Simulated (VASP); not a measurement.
Input of a VASP 6.6.1 run:

INCAR

```
SYSTEM = Cd3HgSe4
ALGO = Normal
EDIFF = 1E-7
ENCUT = 520
GGA = PE
ISIF = 2
ISMEAR = 0
LASPH = .TRUE.
LCHARG = .FALSE.
LREAL = .FALSE.
LWAVE = .FALSE.
NBANDS = 46
NELM = 100
PREC = Accurate
SIGMA = 0.2
```

KPOINTS

```
k-points
0
G
  4 4 4
  0 0 0
```

POSCAR

```
Cd3HgSe4
1.0
    6.2119694000      0.0000000000      0.0000000000
    0.0000000000      6.2119694000      0.0000000000
    0.0000000000      0.0000000000      6.2119694000
Cd Hg Se
3 1 4
Direct
    0.5000000000      0.0000000000      0.0000000000
    0.0000000000      0.0000000000      0.5000000000
    0.0000000000      0.5000000000      0.0000000000
    0.5000000000      0.5000000000      0.5000000000
    0.7518100000      0.2481900000      0.7518100000
    0.7518100000      0.7518100000      0.2481900000
    0.2481900000      0.2481900000      0.2481900000
    0.2481900000      0.7518100000      0.7518100000
```

Potentials or basis: VASP PAW PBE potentials, release 64 (Cd, Hg, Se).

Run with:

```console
$ cat potpaw_PBE.64/Cd/POTCAR potpaw_PBE.64/Hg/POTCAR potpaw_PBE.64/Se/POTCAR > POTCAR
$ mpirun -np 1 vasp_std > vasp.out
```

Q: Predict the pressure.

A: 0.3 GPa.

Forces on the atoms (eV/Å):
```
Cd   0.000  0.000  0.000
Cd   0.000  0.000  0.000
Cd   0.000  0.000  0.000
Hg   0.000  0.000  0.000
Se  -0.001  0.001 -0.001
Se  -0.001 -0.001  0.001
Se   0.001  0.001  0.001
Se   0.001 -0.001 -0.001
```
